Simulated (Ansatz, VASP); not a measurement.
## Y in VASP and in Ansatz

```
CELL_PARAMETERS angstrom
0.00000 2.48795 2.48795
2.48795 0.00000 2.48795
2.48795 2.48795 0.00000
ATOMIC_POSITIONS crystal
Y 0.00000 0.00000 0.00000
```

Alike in both runs: functional PBEsol; k mesh 20 × 20 × 20; occupations gaussian, width 0.1 eV; no spin polarisation.

Ansatz relaxed the structure, and its values are those at the end. VASP's run is a single point on that final structure, the one shown.

|  | VASP | Ansatz |
| --- | --- | --- |
| version | VASP 6.6.1 | Ansatz 0.2.0 |
| potentials or method | VASP PAW PBE potentials, release 64 (Y_sv), cutoff 520 eV | scalar-relativistic, plane waves, PAW |
| valence electrons in the cell | 11 | 11 |

VASP gave:

| Property | Result |
| --- | --- |
| gap on the k mesh at the Fermi level (eV) | none |
| pressure (GPa) | -0.1 |

**Question.** Estimate Ansatz's values.

**Answer.** gap on the k mesh at the Fermi level (eV): none; pressure (GPa): 0.0.

VASP's potentials were made for PBE, not for PBEsol. A gap of «none» marks a metal or a gap that the smearing closes.
